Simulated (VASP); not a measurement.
Sc: single point with PBEsol

The system is Sc.

```xyz
2
Lattice="3.1950 0.0000 0.0000 -1.5975 2.7670 0.0000 0.0000 0.0000 5.2094" Properties=species:S:1:pos:R:3 pbc="T T T"
Sc    0.0000    1.8446    1.3023
Sc    1.5975    0.9223    3.9070
```

* Program: VASP 6.6.1
* Task: single point
* Functional: PBEsol
* Potentials or basis: VASP PAW PBE potentials, release 64 (Sc_sv)
* Cutoff: 520 eV
* k mesh: 15 × 15 × 10
* Occupations: gaussian, width 0.15 eV
* Spin: no spin polarisation

```
Pressure               : 1.8 GPa
Band gap on the k mesh : zero (band 11 reaches 4.82 eV, above the bottom of band 12 at 3.43 eV)
```

Stress tensor (GPa, compression positive):
```
 3.10  0.00  0.00
 0.00  3.10  0.00
 0.00  0.00 -0.83
```

Levels at points of the mesh, in eV from the Fermi level:
```csv
k point,band 7,band 8,band 9,band 10,band 11,band 12,band 13,band 14,band 15,band 16
"(0.00, 0.00, 0.00)",-27.49,-27.49,-5.27,-1.82,0.44,1.68,1.71,1.71,2.13,2.13
"(0.00, 0.00, 0.50)",-27.53,-27.53,-3.74,-3.74,0.83,0.83,1.67,1.67,1.67,1.67
```

It took 100 s on 1 thread of Intel Xeon 6975P-C (shared host), peak memory 0.24 GiB.

Caveat: the PAW data sets were made with another functional, which shifts forces and pressure a little.
